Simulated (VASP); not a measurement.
Here is a VASP 6.6.1 calculation.

The input INCAR:

```
SYSTEM = TaRu
PREC     = Accurate       ! precision mode
ENCUT    = 520            ! plane-wave cutoff, eV
EDIFF    = 1E-8           ! SCF threshold, eV
ISMEAR   = -1             ! smearing method
SIGMA    = 0.03           ! smearing width, eV
LREAL    = .False.        ! projectors in reciprocal space
LASPH    = .True.         ! aspherical terms in the spheres
NELM     = 60             ! most SCF steps
ALGO     = Normal         ! electronic algorithm
ISIF     = 2              ! what is computed and relaxed
LWAVE    = .False.        ! write WAVECAR
LCHARG   = .False.        ! write CHGCAR
LEFG     = .True.       
NBANDS   = 20             ! bands
```

Contents of KPOINTS:

```
regular mesh
0
Gamma
  13 13 13
  0 0 0
```

The input POSCAR:

```
TaRu
1.0
    3.1439271524      0.0000000000      0.0000000000
    0.0000000000      3.1439271524      0.0000000000
    0.0000000000      0.0000000000      3.1439271524
Ta Ru
1 1
Direct
    0.5000000000      0.5000000000      0.5000000000
    0.0000000000      0.0000000000      0.0000000000
```

Potentials or basis: VASP PAW LDA potentials, release 64 (Ta_pv, Ru_pv).

Launch:

```sh
$ cat potpaw_LDA.64/Ta_pv/POTCAR potpaw_LDA.64/Ru_pv/POTCAR > POTCAR
$ mpirun -np 1 vasp_std > vasp.out
```

(1) What does it give for the pressure?

Answers

(1) -5.8 GPa.

Caveat: without QUAD_EFG the Cq values of the log hold for a quadrupole moment of 1 mb, not for the nuclei.
